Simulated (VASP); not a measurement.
Input of a VASP 6.6.1 run:

INCAR

```
  PREC = Accurate
  ENCUT = 520
  EDIFF = 1E-7
  ISMEAR = 0
  SIGMA = 0.05
  LREAL = F
  LASPH = T
  NELM = 150
  ALGO = Normal
  ISIF = 2
  LWAVE = F
  LCHARG = F
  ISPIN = 2
  MAGMOM = 0.76
  LORBIT = 11
  LMAXMIX = 4
  GGA = PE
  NBANDS = 15
```

Contents of KPOINTS:

```
Automatic mesh
0
Gamma
  22 22 22
```

The input POSCAR:

```
Ni
1.0
    0.0000000000      1.7355322507      1.7355322507
    1.7355322507      0.0000000000      1.7355322507
    1.7355322507      1.7355322507      0.0000000000
Ni
1
Direct
    0.0000000000      0.0000000000      0.0000000000
```

Potentials or basis: VASP PAW PBE potentials, release 64 (Ni).

Command:

```console
$ cat potpaw_PBE.64/Ni/POTCAR > POTCAR
$ mpirun -np 1 vasp_std > vasp.out
```

Question: What does it give for the net moment?

Answer: 0.64 μB per cell.

Question: Predict the pressure.

Answer: 8.9 GPa.

Caveat: the cell stands under pressure.
